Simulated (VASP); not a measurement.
A run of VASP 6.6.1 is set up as follows.

The input INCAR:

```
PREC     = Accurate       # precision mode
ENCUT    = 650            # plane-wave cutoff, eV
EDIFF    = 1E-6           # SCF threshold, eV
ISMEAR   = -1             # smearing method
SIGMA    = 0.1551         # smearing width, eV
LREAL    = Auto         
LASPH    = True           # aspherical terms in the spheres
NELM     = 120            # most SCF steps
ALGO     = Normal         # electronic algorithm
ISIF     = 2              # what is computed and relaxed
LWAVE    = False          # write WAVECAR
LCHARG   = False          # write CHGCAR
GGA      = PE             # functional
IVDW     = 12             # dispersion correction
NBANDS   = 71             # bands
ISYM     = -1           
GGA_COMPAT= False
```

File KPOINTS:

```
explicit points
1
Reciprocal
  0.25000000   0.25000000   0.25000000 1
```

Contents of POSCAR:

```
Na4Li7S2Cl7
1.0
    7.4728680000      0.0415700000     -0.1084870000
    0.0415700000      7.3694800000     -0.0643420000
   -0.1084870000     -0.0643420000      7.5562280000
Na S Li Cl
4 2 7 7
Direct
    0.6451828641      0.5821636905      0.5417600593
    1.0681995727      0.9360873852      0.7862099319
    0.5282224824      0.8063738582      0.9782448305
    0.9267742882      0.0136033501      0.0722797445
    0.5155126285      0.6001897463      0.2279878039
    0.0871839387      0.3097421126      0.2245895374
    0.9129113840      0.1802887010      0.4140484052
    0.1832118465      0.6606510067      0.2455705030
    0.2669290088      0.2398069505      0.5175276588
    0.8435843559      0.4472726520      0.0806885860
    0.4180912447      0.2222201992      0.1587045225
    0.3044537198      0.4426645045      0.0126100205
    1.4240465774      1.0437951068      0.6875723451
    0.8867622109      0.7194175103     -0.0612872013
    0.6006199906      0.2017355682      0.9405832554
    0.0022631301      0.2637926128      0.7327323189
    0.5882748187      0.1468991104      0.4734176831
    0.2504942221      0.9564281973      1.0654085438
    0.2933968470      0.5882709287      0.6804163760
    0.1836654911      0.9114774829      0.4993325509
```

Potentials or basis: VASP PAW PBE potentials, release 64 (Na_pv, S, Li_sv, Cl).

Launch:

```bash
$ cat potpaw_PBE.64/Na_pv/POTCAR potpaw_PBE.64/S/POTCAR potpaw_PBE.64/Li_sv/POTCAR potpaw_PBE.64/Cl/POTCAR > POTCAR
$ mpirun -np 1 vasp_std > vasp.out
```

Task: Predict the pressure.

Result: 1.6 GPa.

Task: Estimate the largest force.

Result: 1.862 eV/Å.

Stress tensor (GPa, compression positive):
```
-0.47 -1.61 -1.85
-1.61  2.42 -1.50
-1.85 -1.50  2.82
```

Caveat: the atoms stand as in a frame of molecular dynamics.
